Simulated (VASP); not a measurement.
SbAs, 2 atoms in the cell. Symmetry: R3m, No. 160, trigonal system. Conventional cell: a = 4.171 Å, b = 4.171 Å, c = 11.440 Å, α = 90.00°, β = 90.00°, γ = 120.00°. Within 3.7 Å of Sb (site symmetry 3m) lie 6 As at 2.80 to 3.39 Å. Within 3.7 Å of As (site symmetry 3m) lie 6 Sb at 2.80 to 3.39 Å. 

* Program: VASP 6.6.1
* Task: single point
* Functional: r2SCAN
* Potentials or basis: VASP PAW PBE potentials, release 64 (Sb, As)
* Cutoff: 520 eV
* k mesh: 8 × 8 × 8
* Occupations: fermi-dirac, width 0.1 eV
* Spin: no spin polarisation
* Dipole correction: no
* Further INCAR settings: ALGO = Normal; EDIFF = 1e-06; NBANDS = 12

Potentials or basis: VASP PAW PBE potentials, release 64 (Sb, As).

Run with:

```sh
$ cat potpaw_PBE.64/Sb/POTCAR potpaw_PBE.64/As/POTCAR > POTCAR
$ cp INCAR.step1 INCAR
$ mpirun -np 1 vasp_std > vasp.out
$ cp INCAR.step2 INCAR
$ mpirun -np 1 vasp_std > vasp.out
```

Hardware: 1 thread of Intel(R) Xeon(R) Platinum 8488C (Sapphire Rapids), with other jobs on the host.

Q: How long does it take, and how much memory?

A: Wall time 110 s on 1 thread of Intel(R) Xeon(R) Platinum 8488C (Sapphire Rapids), on a shared host, peak memory 0.24 GiB. Counts: k points 65.
